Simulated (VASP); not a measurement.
A run of VASP 6.6.1:

POSCAR

```
AlGaN2
1.0
    2.9534664437      0.0000000000      0.0000000000
    0.0000000000      2.9534664437      0.0000000000
    0.0000000000      0.0000000000      4.9939164295
Al Ga N
1 1 2
Direct
    0.5000000000      0.5000000000      0.5000000000
    0.0000000000      0.0000000000      0.0000000000
    0.5000000000      0.0000000000      0.7390831718
    0.0000000000      0.5000000000      0.2609168282
```

INCAR.step1

```
SYSTEM = AlGaN2
PREC = Accurate
ENCUT = 520
ISMEAR = 0
SIGMA = 0.05
LREAL = .False.
LASPH = .True.
NELM = 100
NBANDS = 21
GGA = PE
ALGO = Normal
EDIFF = 1E-4
LWAVE = .True.
LCHARG = .False.
```

The input INCAR.step2:

```
SYSTEM = AlGaN2
PREC = Accurate
ENCUT = 520
EDIFF = 1E-6
ISMEAR = 0
SIGMA = 0.05
LREAL = .False.
LASPH = .True.
NELM = 100
ALGO = Normal
ISIF = 2
LWAVE = .False.
LCHARG = .False.
METAGGA = R2SCAN
LMIXTAU = .True.
NBANDS = 21
ISTART = 1
```

File KPOINTS:

```
Automatic mesh
0
Gamma
  8 8 6
  0 0 0
```

Potentials or basis: VASP PAW PBE potentials, release 64 (Al, Ga_d, N).

The run is started by

```console
$ cat potpaw_PBE.64/Al/POTCAR potpaw_PBE.64/Ga_d/POTCAR potpaw_PBE.64/N/POTCAR > POTCAR
$ cp INCAR.step1 INCAR
$ mpirun -np 1 vasp_std > vasp.out
$ cp INCAR.step2 INCAR
$ mpirun -np 1 vasp_std > vasp.out
```

Hardware: 1 thread of Intel Xeon 8259CL, on a shared host.

Task: How long does it take, and how much memory?

Result: It took 4.3 min on 1 thread of Intel Xeon 8259CL (shared host), peak memory 0.21 GiB. Counts: k points 60.
